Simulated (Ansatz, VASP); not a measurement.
Two plane-wave programs on CoW3

```xyz
4
Lattice="3.9074 0.0000 0.0000 0.0000 3.9074 0.0000 0.0000 0.0000 3.9074" Properties=species:S:1:pos:R:3 pbc="T T T"
W     1.9537    1.9537    0.0000
W     1.9537    0.0000    1.9537
W     0.0000    1.9537    1.9537
Co    0.0000    0.0000    0.0000
```

Alike in both runs: task single point; functional PBEsol; k mesh 6 × 6 × 6; occupations fermi-dirac, width 0.05 eV; collinear spin; fixed moment 2.5 μB.

|  | VASP | Ansatz |
| --- | --- | --- |
| version | VASP 6.6.1 | Ansatz 0.2.0 |
| potentials or method | VASP PAW PBE potentials, release 64 (W_sv, Co) | Ansatz PAW |
| plane-wave cutoff (eV) | 600 | 420 |
| valence electrons in the cell | 51 | 59 |

Ansatz gave:

```
pressure (GPa)                                                : -6.9
net moment per atom (μB)                                      : 0.62
size of the moment on the site where the two differ most (μB) : 1.40
```

Problem. Which values does VASP return?

Solution. Pressure (GPa): -6.4; net moment per atom (μB): 0.63; size of the moment on the site where the two differ most (μB): 1.37.

VASP's potentials were made for PBE, not for PBEsol. Site moments also hang on the region over which each program counts them. With one functional, cell and mesh, what is left measures potentials, basis and numerics. VASP's potentials hold 51 valence electrons a cell and Ansatz's 59, so a difference there can come from the potentials and not from the codes.

Neither program's run includes spin-orbit coupling.
